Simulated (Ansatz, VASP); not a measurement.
# Two plane-wave programs on NaGeI3

```
Na Ge I
1.0
     5.77149    0.00000    0.00000
     0.00000    5.88928    0.00000
     0.00000    0.00000    5.88928
Na Ge I
1 1 3
Cartesian
  0.0000 0.0000 0.0000
  2.8857 2.9446 2.9446
  2.8857 2.9446 0.0000
  2.8857 0.0000 2.9446
  0.0000 2.9446 2.9446
```

Change from the starting cell: uniaxial_x strain -2.0%.

Alike in both runs: task single point; functional PBE; k mesh 4 × 4 × 4; occupations fermi-dirac, width 0.02 eV; no spin polarisation.

```csv
,VASP,Ansatz
version,VASP 6.6.1,Ansatz 0.2.0
potentials or method,"VASP PAW PBE potentials, release 64 (Na_pv, Ge_d, I)","plane waves, PAW"
plane-wave cutoff (eV),520,420
valence electrons in the cell,42,74
```

|  | VASP | Ansatz | Ansatz less VASP |
| --- | --- | --- | --- |
| pressure (GPa) | 0.8 | 0.8 | -0.01 |
| traceless stress, the component that is largest in VASP (GPa) | 0.59 | 0.59 | -0.003 |

VASP's potentials hold 42 valence electrons a cell and Ansatz's 74, so a difference there can come from the potentials and not from the codes.

Spin-orbit coupling is off throughout.
